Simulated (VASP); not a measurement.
Input of a VASP 6.6.1 run:

Contents of INCAR:

```
  PREC = Accurate
  ENCUT = 520
  EDIFF = 1E-6
  ISMEAR = -1
  SIGMA = 0.15
  LREAL = F
  LASPH = T
  NELM = 100
  ALGO = Normal
  ISIF = 2
  LWAVE = F
  LCHARG = T
  GGA = PE
  LELF = T
  LVHAR = T
  NBANDS = 16
```

The input KPOINTS:

```
Automatic mesh
0
Gamma
  11 11 10
```

Contents of POSCAR:

```
WC
1.0
    2.9257489053      0.0000000000      0.0000000000
   -1.4628744527      2.5337700222      0.0000000000
    0.0000000000      0.0000000000      2.8553859779
W C
1 1
Direct
    0.0000000000      0.0000000000      0.0000000000
    0.6666666667      0.3333333333      0.5000000000
```

Potentials or basis: VASP PAW PBE potentials, release 64 (W_sv, C).

Command:

```console
$ cat potpaw_PBE.64/W_sv/POTCAR potpaw_PBE.64/C/POTCAR > POTCAR
$ mpirun -np 1 vasp_std > vasp.out
```

Task: What does it give for the band gap on the k mesh?

Result: Zero (band 9 reaches 11.44 eV, above the bottom of band 10 at 10.24 eV).

Task: Predict the pressure.

Result: -1.1 GPa.

Stress tensor (GPa, compression positive):
```
-0.53  0.00  0.00
 0.00 -0.53  0.00
 0.00  0.00 -2.31
```

Caveat: spin-orbit coupling is left out, which moves the levels of the heavy elements.
